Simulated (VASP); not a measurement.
# BaTiO3 (R3m) in VASP: single point with r2SCAN

Aim: the single point of BaTiO3 with r2SCAN.

Program: VASP 6.6.1. These are calculated values, not measurements. Logs are shortened: lines on timing, memory, paths and dates and some standing lists are left out, and cuts for length are marked.

### Step 1. The cell of the first run

The structure is trigonal, space group R3m (No. 160). Conventional cell: a = 5.595 Å, b = 5.595 Å, c = 6.880 Å, α = 90.00°, β = 90.00°, γ = 120.00°. Within 3.6 Å of Ba (site symmetry 3m) lie 12 O at 2.75 to 2.86 Å and 8 Ti at 3.35 to 3.53 Å. Within 2.5 Å of Ti (site symmetry 3m) lie 6 O at 1.86 to 2.11 Å. Within 2.5 Å of O (site symmetry m) lie 2 Ti at 1.86 to 2.11 Å. Within 2.5 Å of O (site symmetry m) lie 2 Ti at 1.86 to 2.11 Å.

### Step 2. Single point, r2SCAN, collinear spin, zero start

Contents of POSCAR:

```
BaTiO3
1.0
    3.9614191300      0.0000000000      0.0000000000
    0.0106509400      3.9614092400      0.0000000000
    0.0213018900      0.0212425500      7.9227789100
Ba Ti O
2 2 6
Direct
    0.0000000000      0.0000000000      0.0000000000
    0.0000000000      0.0000000000      0.5000000000
    0.4864000000      0.4864000000      0.2432000000
    0.4864000000      0.4864000000      0.7432000000
    0.5093000000      0.5093000000      0.0090500000
    0.5093000000      0.5093000000      0.5090500000
    0.0181000000      0.5093000000      0.2546500000
    0.0181000000      0.5093000000      0.7546500000
    0.5093000000      0.0181000000      0.2546500000
    0.5093000000      0.0181000000      0.7546500000
```

Contents of INCAR.step1:

```
SYSTEM = BaTiO3
  PREC = Accurate
  ENCUT = 520
  ISMEAR = -1
  SIGMA = 0.1
  LREAL = .False.
  LASPH = .True.
  NELM = 150
  ISPIN = 2
  MAGMOM = 0 0 0 0 0 0 0 0 0 0
  LMAXMIX = 4
  NBANDS = 55
  GGA = PE
  ALGO = Normal
  EDIFF = 1E-4
  LWAVE = .True.
  LCHARG = .False.
```

Contents of INCAR.step2:

```
SYSTEM = BaTiO3
  PREC = Accurate
  ENCUT = 520
  EDIFF = 1E-6
  ISMEAR = -1
  SIGMA = 0.1
  LREAL = .False.
  LASPH = .True.
  NELM = 150
  ALGO = Normal
  ISIF = 2
  LWAVE = .False.
  LCHARG = .False.
  ISPIN = 2
  MAGMOM = 0 0 0 0 0 0 0 0 0 0
  LORBIT = 11
  LMAXMIX = 4
  METAGGA = R2SCAN
  LMIXTAU = .True.
  NBANDS = 55
  ISTART = 1
```

Contents of KPOINTS:

```
Automatic mesh
0
Gamma
  5 5 3
  0 0 0
```

Potentials or basis: VASP PAW PBE potentials, release 64 (Ba_sv, Ti_sv, O).

The run is started by

```bash
cat potpaw_PBE.64/Ba_sv/POTCAR potpaw_PBE.64/Ti_sv/POTCAR potpaw_PBE.64/O/POTCAR > POTCAR
cp INCAR.step1 INCAR
mpirun -np 1 vasp_std > vasp.out
cp INCAR.step2 INCAR
mpirun -np 1 vasp_std > vasp.out
```

OUTCAR:

```text
SYSTEM = BaTiO3
   PREC = Accurate
   ENCUT = 520
   EDIFF = 1E-6
   ISMEAR = -1
   LREAL = .False.
   LASPH = .True.
   NELM = 150
   ISIF = 2
   ISPIN = 2
   LORBIT = 11
   METAGGA = R2SCAN
   ISTART = 1

 ion  position               nearest neighbor table
   1  0.000  0.000  0.000-  10 2.75   8 2.75   5 2.75   9 2.80  10 2.80   7 2.80   5 2.80   5 2.80
                             8 2.80   9 2.86   7 2.86   5 2.86   3 3.35   3 3.40   4 3.40   3 3.40
   2  0.000  0.000  0.500-   9 2.75   7 2.75   6 2.75  10 2.80   9 2.80   8 2.80   6 2.80   6 2.80
                             7 2.80  10 2.86   8 2.86   6 2.86   4 3.35   4 3.40   3 3.40   4 3.40
   3  0.486  0.486  0.243-   5 1.86   7 1.86   9 1.86   6 2.11   7 2.11   9 2.11   1 3.35   1 3.40
                             2 3.40   1 3.40   2 3.46   2 3.46   1 3.46   2 3.53
   4  0.486  0.486  0.743-   6 1.86   8 1.86  10 1.86   5 2.11   8 2.11  10 2.11   2 3.35   2 3.40
                             1 3.40   2 3.40   1 3.46   1 3.46   2 3.46   1 3.53
   5  0.509  0.509  0.009-   3 1.86   4 2.11   1 2.75   1 2.80   1 2.80   1 2.86
   6  0.509  0.509  0.509-   4 1.86   3 2.11   2 2.75   2 2.80   2 2.80   2 2.86
   7  0.018  0.509  0.255-   3 1.86   3 2.11   2 2.75   1 2.80   2 2.80   1 2.86
   8  0.018  0.509  0.755-   4 1.86   4 2.11   1 2.75   2 2.80   1 2.80   2 2.86
   9  0.509  0.018  0.255-   3 1.86   3 2.11   2 2.75   1 2.80   2 2.80   1 2.86
  10  0.509  0.018  0.755-   4 1.86   4 2.11   1 2.75   2 2.80   1 2.80   2 2.86

  LATTYP: Found a base centered monoclinic cell.
 ALAT       =     5.6098220834
 B/A-ratio  =     0.9973149400
 C/A-ratio  =     1.4123150265
 COS(beta)  =    -0.0037970609

  Lattice vectors:

 A1 = (  -3.9614191300,   0.0000000000,   0.0000000000)
 A2 = (  -0.0106509400,  -3.9614092400,   0.0000000000)
 A3 = (   0.0213018900,   0.0212425500,   7.9227789100)

Analysis of symmetry for initial positions (statically):
=====================================================================
 Subroutine PRICEL returns following result:

  LATTYP: Found a trigonal (rhomboedric) cell.
 ALAT       =     3.9614235584
 COS(alpha) =     0.0026883993
[... 12 lines left out ...]
 Subroutine GETGRP returns: Found  2 space group operations
 (whereof  2 operations were pure point group operations)
 out of a pool of  4 trial point group operations.

The static configuration has the point symmetry C_1h.

Analysis of symmetry for dynamics (positions and initial velocities):
=====================================================================
 Subroutine PRICEL returns following result:

  LATTYP: Found a trigonal (rhomboedric) cell.
 ALAT       =     3.9614235584
 COS(alpha) =     0.0026883993
[... 12 lines left out ...]
 Subroutine GETGRP returns: Found  2 space group operations
 (whereof  2 operations were pure point group operations)
 out of a pool of  4 trial point group operations.

[... 188 lines left out ...]

 k-point     1 :       0.0000    0.0000    0.0000
  band No.  band energies     occupation
      1     -54.6638      1.00000
      2     -54.6624      1.00000
      3     -29.9564      1.00000
      4     -29.8897      1.00000
      5     -29.8897      1.00000
      6     -29.8871      1.00000
[... 1309 lines left out ...]
     51      11.0953      0.00000
     52      11.1675      0.00000
 Fermi energy:         5.1422397023

 spin component 2

 k-point     1 :       0.0000    0.0000    0.0000
  band No.  band energies     occupation
      1     -54.6638      1.00000
      2     -54.6624      1.00000
      3     -29.9564      1.00000
      4     -29.8897      1.00000
      5     -29.8897      1.00000
      6     -29.8871      1.00000
[... 1309 lines left out ...]
     51      11.0953      0.00000
     52      11.1675      0.00000
 [bands above 52 left out]

------------------------ aborting loop because EDIFF is reached ----------------------------------------

  FORCE on cell =-STRESS in cart. coord.  units (eV):
  Direction    XX          YY          ZZ          XY          YZ          ZX
  --------------------------------------------------------------------------------------
  -------------------------------------------------------------------------------------
  Total        7.9477495      7.9485848      7.9509758     -0.1520182     -0.1506282     -0.1509984
  in kB      102.4180994    102.4288635    102.4596742     -1.9589722     -1.9410592     -1.9458306
  external PRESSURE =     102.4355457 kB  Pullay stress =       0.0000000 kB

 VOLUME and BASIS-vectors are now :
 -----------------------------------------------------------------------------
  energy-cutoff  :      520.00
  volume of cell :      124.33
      direct lattice vectors                 reciprocal lattice vectors
     3.961419130  0.000000000  0.000000000     0.252434788 -0.000678715 -0.000676899
     0.010650940  3.961409240  0.000000000     0.000000000  0.252435419 -0.000676830
     0.021301890  0.021242550  7.922778910     0.000000000  0.000000000  0.126218340

 POSITION                                       TOTAL-FORCE (eV/Angst)
 -----------------------------------------------------------------------------------
      0.00000      0.00000      0.00000        -0.020185     -0.020131     -0.020249
      0.01065      0.01062      3.96139        -0.020185     -0.020131     -0.020249
      1.93720      1.93200      1.92682         0.292989      0.292203      0.287523
      1.94785      1.94262      5.88821         0.292989      0.292203      0.287523
      2.02317      2.01774      0.07170         0.040773      0.040663     -0.356014
      2.03382      2.02836      4.03309         0.040773      0.040663     -0.356014
      0.08255      2.02296      2.01754        -0.356949      0.044333      0.044370
      0.09320      2.03358      5.97893        -0.356949      0.044333      0.044370
      2.02317      0.07711      2.01754         0.043373     -0.357068      0.044370
      2.03382      0.08773      5.97893         0.043373     -0.357068      0.044370
 -----------------------------------------------------------------------------------
    total drift:                               -0.002607     -0.002430     -0.002559

  FREE ENERGIE OF THE ION-ELECTRON SYSTEM (eV)
  ---------------------------------------------------
  free  energy   TOTEN  =      -148.3313229014 eV

  energy  without entropy=     -148.3313223248  energy(sigma->0) =     -148.33132261

 total charge

# of ion       s       p       d       tot
------------------------------------------
    1        2.021   5.676   0.326   8.024
    2        2.021   5.676   0.326   8.024
    3        2.229   6.301   1.758  10.288
    4        2.229   6.301   1.758  10.288
    5        1.572   3.521   0.000   5.093
    6        1.572   3.521   0.000   5.093
    7        1.572   3.521   0.000   5.093
    8        1.572   3.521   0.000   5.093
    9        1.572   3.521   0.000   5.093
   10        1.572   3.521   0.000   5.093
--------------------------------------------------
tot         17.930  45.085   4.168  67.183

 magnetization (x)

# of ion       s       p       d       tot
------------------------------------------
    1       -0.000  -0.000   0.000  -0.000
    2       -0.000  -0.000   0.000  -0.000
    3        0.000  -0.000  -0.000  -0.000
    4        0.000  -0.000  -0.000  -0.000
    5       -0.000  -0.000   0.000  -0.000
    6       -0.000  -0.000   0.000  -0.000
    7       -0.000   0.000   0.000   0.000
    8       -0.000   0.000   0.000   0.000
    9       -0.000   0.000   0.000   0.000
   10       -0.000   0.000   0.000   0.000
--------------------------------------------------
tot          0.000   0.000  -0.000  -0.000
```

Run time: 21 min. Hardware: 1 thread of Intel Xeon Platinum 8488C (Sapphire Rapids), shared host; peak memory 0.45 GiB.

Results:

```
Free energy                                           : -148.3313 eV
Pressure                                              : 10.2 GPa
Largest force                                         : 0.504 eV/Å
Band gap on the k mesh                                : 2.90 eV
Net moment                                            : 0.00 μB per cell
Valence electrons inside the program's atomic spheres : Ba 8.02; Ti 10.29; O 5.09
```

Forces on the atoms (eV/Å):
```
Ba  -0.020 -0.020 -0.020
Ba  -0.020 -0.020 -0.020
Ti   0.293  0.292  0.288
Ti   0.293  0.292  0.288
O    0.041  0.041 -0.356
O    0.041  0.041 -0.356
O   -0.357  0.044  0.044
O   -0.357  0.044  0.044
O    0.043 -0.357  0.044
O    0.043 -0.357  0.044
```

Stress tensor (GPa, compression positive):
```
10.24 -0.20 -0.19
-0.20 10.24 -0.19
-0.19 -0.19 10.25
```

Levels at points of the mesh, in eV from the valence-band top:
Spin up:
```
           k point  band 37  band 38  band 39  band 40  band 41  band 42  band 43  band 44
(0.00, 0.00, 0.00)    -0.78    -0.41    -0.29    -0.29     2.90     2.90     3.03     3.08
```
Spin down:
| k point | band 37 | band 38 | band 39 | band 40 | band 41 | band 42 | band 43 | band 44 |
| --- | --- | --- | --- | --- | --- | --- | --- | --- |
| (0.00, 0.00, 0.00) | -0.78 | -0.41 | -0.29 | -0.29 | 2.90 | 2.90 | 3.03 | 3.08 |

Caveat: the cell stands under pressure; the PAW data sets were made with another functional, which shifts forces and pressure a little; spin-orbit coupling is left out, which moves the levels of the heavy elements; an odd mesh through Γ misses points on the zone boundary, where band edges can lie.
